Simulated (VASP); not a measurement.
# Sn (I4_1/amd) in VASP: settings compared, part 2 of 2

VASP 6.6.1. Earlier steps stand in the parts before.

## (3) Relaxation of cell and atoms, PBEsol

The input, INCAR:

```
SYSTEM = Sn
PREC = Accurate
ENCUT = 600
EDIFF = 1E-6
ISMEAR = -1
SIGMA = 0.05
LREAL = .False.
LASPH = .True.
NELM = 100
ALGO = Normal
ISIF = 3
LWAVE = .False.
LCHARG = .False.
GGA = PS
IBRION = 2
NSW = 60
EDIFFG = -0.01
```

The input, KPOINTS:

```
Automatic mesh
0
Gamma
  9 9 9
  0 0 0
```

The input, POSCAR:

```
Sn
1.0
   -2.9401404553      2.9401404553      1.5993019889
    2.9401404553     -2.9401404553      1.5993019889
    2.9401404553      2.9401404553     -1.5993019889
Sn
2
Direct
    0.0000000000      0.0000000000      0.0000000000
    0.7500000000      0.2500000000      0.5000000000
```

Potentials or basis: VASP PAW PBE potentials, release 64 (Sn_d).

On the command line:

```bash
$ cat potpaw_PBE.64/Sn_d/POTCAR > POTCAR
$ mpirun -np 1 vasp_std > vasp.out
```

Run time: 9.5 min. Hardware: 1 thread of AMD EPYC 7R13, shared host; peak memory 0.22 GiB.

It converged, with:

| Property | Result |
| --- | --- |
| Free energy | -8.5172 eV |
| Relaxed volume | 26.87 Å³/atom |
| Relaxed cell | a = 4.418 Å, b = 4.418 Å, c = 4.418 Å, α = 97.32°, β = 97.32°, γ = 138.17° |
| Space group after relaxing (to 0.05 Å) | I4_1/amd (No. 141) |
| Energy gained by relaxing | 3.7 meV/atom |
| Ionic steps | 7 |
| Pressure after relaxing | 0.0 GPa |
| Band gap on the k mesh | zero (band 14 reaches 9.16 eV, above the bottom of band 15 at 5.10 eV) |

Step by step:
```csv
step,energy change (eV),largest force (eV/Å),pressure (GPa),volume (Å³)
1,0.0000,0.0000,-1.45,55.30
2,-0.0066,0.0000,0.50,53.32
3,-0.0072,0.0000,0.01,53.77
4,-0.0072,0.0000,0.06,53.74
5,-0.0073,0.0000,0.05,53.74
6,-0.0073,0.0000,0.04,53.74
7,-0.0074,0.0000,0.04,53.74
```

Final structure:
```
Sn
1.0
    -2.91847    2.91847    1.57734
     2.91847   -2.91847    1.57734
     2.91847    2.91847   -1.57734
Sn
2
Direct
  0.00000 0.00000 0.00000
  0.75000 0.25000 0.50000
```

Levels at points of the mesh, in eV from the Fermi level:
```tsv
k point	band 10	band 11	band 12	band 13	band 14	band 15	band 16	band 17	band 18
(0.00, 0.00, 0.00)	-21.06	-11.24	-3.72	-2.05	-2.05	2.90	6.18	6.18	7.01
```

Caveat: the PAW data sets were made with another functional, which shifts forces and pressure a little; spin-orbit coupling is left out, which moves the levels of the heavy elements.

## (4) Relaxation of cell and atoms, PBEsol, target pressure 2 GPa, at which the enthalpy is minimised

The input, INCAR:

```
SYSTEM = Sn
PREC = Accurate ; ENCUT = 600
EDIFF = 1E-7 ; ISMEAR = -1
SIGMA = 0.05 ; LREAL = .FALSE.
LASPH = .TRUE. ; NELM = 100
ALGO = Normal ; ISIF = 3
LWAVE = .FALSE. ; LCHARG = .FALSE.
GGA = PS ; IBRION = 2
NSW = 60 ; EDIFFG = -0.01
PSTRESS = 20.0
```

The input, KPOINTS:

```
Automatic mesh
0
G
  9 9 9
  0 0 0
```

POSCAR is that of step 3.

On the command line:

```bash
$ cat potpaw_PBE.64/Sn_d/POTCAR > POTCAR
$ mpirun -np 1 vasp_std > vasp.out
```

It took 11 min on 1 thread of AMD EPYC 7R13, shared host; peak memory 0.23 GiB.

Results (log left out):

| Quantity | Value |
| --- | --- |
| Free energy | -8.5070 eV |
| Relaxed volume | 26.03 Å³/atom |
| Relaxed cell | a = 4.373 Å, b = 4.373 Å, c = 4.373 Å, α = 97.30°, β = 97.30°, γ = 138.23° |
| Space group after relaxing (to 0.05 Å) | I4_1/amd (No. 141) |
| Energy change on relaxing (the enthalpy is what falls) | +1.4 meV/atom |
| Ionic steps | 7 |
| Pressure after relaxing | 2.0 GPa |
| Band gap on the k mesh | zero (band 14 reaches 9.58 eV, above the bottom of band 15 at 5.38 eV) |

Step by step:
| step | energy change (eV) | largest force (eV/Å) | pressure (GPa) | volume (Å³) |
| --- | --- | --- | --- | --- |
| 1 | 0.0000 | 0.0000 | -1.47 | 55.30 |
| 2 | 0.0286 | 0.0000 | 3.89 | 50.65 |
| 3 | 0.0034 | 0.0000 | 2.01 | 52.03 |
| 4 | 0.0042 | 0.0000 | 2.09 | 51.97 |
| 5 | 0.0040 | 0.0000 | 2.08 | 51.96 |
| 6 | 0.0040 | 0.0000 | 2.07 | 51.96 |
| 7 | 0.0029 | 0.0000 | 1.96 | 52.05 |

Final structure:
```
Sn
1.0
    -2.88909    2.88909    1.55899
     2.88909   -2.88909    1.55899
     2.88909    2.88909   -1.55899
Sn
2
Direct
  0.00000 0.00000 0.00000
  0.75000 0.25000 0.50000
```

Levels at points of the mesh, in eV from the Fermi level:
```
           k point  band 11  band 12  band 13  band 14  band 15  band 16  band 17  band 18
(0.00, 0.00, 0.00)   -11.49    -3.65    -2.15    -2.15     2.83     6.32     6.32     7.25
```

Caveat: the cell is relaxed towards a set pressure, so the enthalpy falls and the energy may rise; the PAW data sets were made with another functional, which shifts forces and pressure a little; spin-orbit coupling is left out, which moves the levels of the heavy elements.

## (5) Relaxation of cell and atoms, PBEsol, target pressure 5 GPa, at which the enthalpy is minimised

The input, INCAR:

```
SYSTEM = Sn
PREC = Accurate
ENCUT = 600
EDIFF = 1E-7
ISMEAR = -1
SIGMA = 0.05
LREAL = .FALSE.
LASPH = .TRUE.
NELM = 60
ALGO = Fast
ISIF = 3
LWAVE = .FALSE.
LCHARG = .FALSE.
GGA = PS
IBRION = 2
NSW = 60
EDIFFG = -0.01
PSTRESS = 50.0
```

KPOINTS is that of step 4.

POSCAR is that of step 4.

On the command line:

```bash
$ cat potpaw_PBE.64/Sn_d/POTCAR > POTCAR
$ mpirun -np 1 vasp_std > vasp.out
```

Wall time 31 min (1 thread of AMD EPYC 7R13, shared host); peak memory 0.23 GiB.

Results (log left out):

| Item | Value |
| --- | --- |
| Free energy | -8.4608 eV |
| Relaxed volume | 24.94 Å³/atom |
| Relaxed cell | a = 4.314 Å, b = 4.314 Å, c = 4.314 Å, α = 97.26°, β = 97.26°, γ = 138.35° |
| Space group after relaxing (to 0.05 Å) | I4_1/amd (No. 141) |
| Energy change on relaxing (the enthalpy is what falls) | +24.6 meV/atom |
| Ionic steps | 11 |
| Pressure after relaxing | 5.0 GPa |
| Band gap on the k mesh | zero (band 14 reaches 10.18 eV, above the bottom of band 15 at 5.78 eV) |

Step by step:
```csv
step,energy change (eV),largest force (eV/Å),pressure (GPa),volume (Å³)
1,0.0000,0.0000,-1.45,55.30
2,0.1961,0.0000,10.73,46.86
3,0.0483,0.0000,4.98,49.94
4,0.0515,0.0000,5.14,49.84
5,0.0513,0.0000,5.12,49.82
6,0.0515,0.0000,5.12,49.81
7,0.0515,0.0000,5.11,49.81
8,0.0515,0.0000,5.12,49.81
9,0.0515,0.0000,5.12,49.81
10,0.0475,0.0000,4.92,49.94
11,0.0491,0.0000,4.99,49.89
```

Final structure:
```xyz
2
Lattice="-2.8515 2.8515 1.5338 2.8515 -2.8515 1.5338 2.8515 2.8515 -1.5338" Properties=species:S:1:pos:R:3 pbc="T T T"
Sn    0.0000    0.0000    0.0000
Sn    0.0000    2.8515    0.7669
```

Levels at points of the mesh, in eV from the Fermi level:
```
           k point  band 11  band 12  band 13  band 14  band 15  band 16  band 17  band 18
(0.00, 0.00, 0.00)   -11.85    -3.58    -2.31    -2.31     2.74     6.49     6.49     7.61
```

Caveat: the cell is relaxed towards a set pressure, so the enthalpy falls and the energy may rise; the PAW data sets were made with another functional, which shifts forces and pressure a little; spin-orbit coupling is left out, which moves the levels of the heavy elements.

## (6) Relaxation of cell and atoms, PBEsol, target pressure 10 GPa, at which the enthalpy is minimised

The input, INCAR:

```
  PREC = Accurate
  ENCUT = 600
  EDIFF = 1E-6
  ISMEAR = -1
  SIGMA = 0.05
  LREAL = False
  LASPH = True
  NELM = 100
  ALGO = Normal
  ISIF = 3
  LWAVE = False
  LCHARG = False
  GGA = PS
  IBRION = 2
  NSW = 60
  EDIFFG = -0.01
  PSTRESS = 100.0
```

The input, KPOINTS:

```
Automatic mesh
0
Gamma
  9 9 9
```

POSCAR is that of step 5.

Potentials or basis: VASP PAW PBE potentials, release 64 (Sn_d).

On the command line:

```bash
$ cat potpaw_PBE.64/Sn_d/POTCAR > POTCAR
$ mpirun -np 1 vasp_std > vasp.out
```

It took 16 min on 1 thread of AMD EPYC 7R13, shared host; peak memory 0.22 GiB.

It converged, with:

```yaml
Free_energy: -8.3357 eV
Relaxed_volume: 23.58 Å³/atom
Relaxed_cell: a = 4.238 Å, b = 4.238 Å, c = 4.238 Å, α = 97.21°, β = 97.21°, γ = 138.51°
Space_group_after_relaxing_to_0.05_Å: I4_1/amd (No. 141)
Energy_change_on_relaxing_the_enthalpy_is_what_falls: +87.1 meV/atom
Ionic_steps: 11
Pressure_after_relaxing: 10.0 GPa
Band_gap_on_the_k_mesh: zero (band 14 reaches 11.06 eV, above the bottom of band 15 at 6.35 eV)
```

The path:
```
step  energy change (eV)  largest force (eV/Å)  pressure (GPa)  volume (Å³)
   1              0.0000                0.0000           -1.45        55.30
   2              0.8964                0.0000           29.25        40.94
   3              0.1635                0.0000            9.57        47.38
   4              0.1741                0.0000           10.00        47.20
   5              0.1838                0.0000           10.33        47.05
   6              0.1839                0.0000           10.30        47.02
   7              0.1843                0.0000           10.33        47.01
   8              0.1857                0.0000           10.35        46.99
   9              0.1845                0.0000           10.38        47.01
  10              0.1615                0.0000            9.57        47.38
  11              0.1742                0.0000           10.00        47.17
```

Final structure:
```xyz
2
Lattice="-2.8026 2.8026 1.5013 2.8026 -2.8026 1.5013 2.8026 2.8026 -1.5013" Properties=species:S:1:pos:R:3 pbc="T T T"
Sn    0.0000    0.0000    0.0000
Sn    0.0000    2.8026    0.7507
```

Levels at points of the mesh, in eV from the Fermi level:
| k point | band 10 | band 11 | band 12 | band 13 | band 14 | band 15 | band 16 | band 17 | band 18 |
| --- | --- | --- | --- | --- | --- | --- | --- | --- | --- |
| (0.00, 0.00, 0.00) | -21.13 | -12.33 | -3.46 | -2.51 | -2.51 | 2.62 | 6.71 | 6.71 | 8.09 |

Caveat: the cell is relaxed towards a set pressure, so the enthalpy falls and the energy may rise; the PAW data sets were made with another functional, which shifts forces and pressure a little; spin-orbit coupling is left out, which moves the levels of the heavy elements.

## (7) The runs side by side

```csv
level,cell,gap on the mesh (eV),pressure (GPa),relaxed volume (Å³/atom)
RPBE,relaxed,none,0.0,29.27
PBEsol,relaxed,none,0.0,26.87
PBEsol,relaxed to 2 GPa,none,2.0,-
PBEsol,relaxed to 5 GPa,none,5.0,-
PBEsol,relaxed to 10 GPa,none,10.0,-
```

Alike in all rows: task relaxation of cell and atoms; potentials or basis VASP PAW PBE potentials, release 64 (Sn_d); no spin polarisation; k mesh 9 × 9 × 9; cutoff (eV) 600; smearing fermi-dirac 0.05 eV.

Caveats: the PAW data sets were made with another functional, which shifts forces and pressure a little; spin-orbit coupling is left out, which moves the levels of the heavy elements; the cell is relaxed towards a set pressure, so the enthalpy falls and the energy may rise (some runs).

Absolute energies hang on the potentials; compare differences alone.
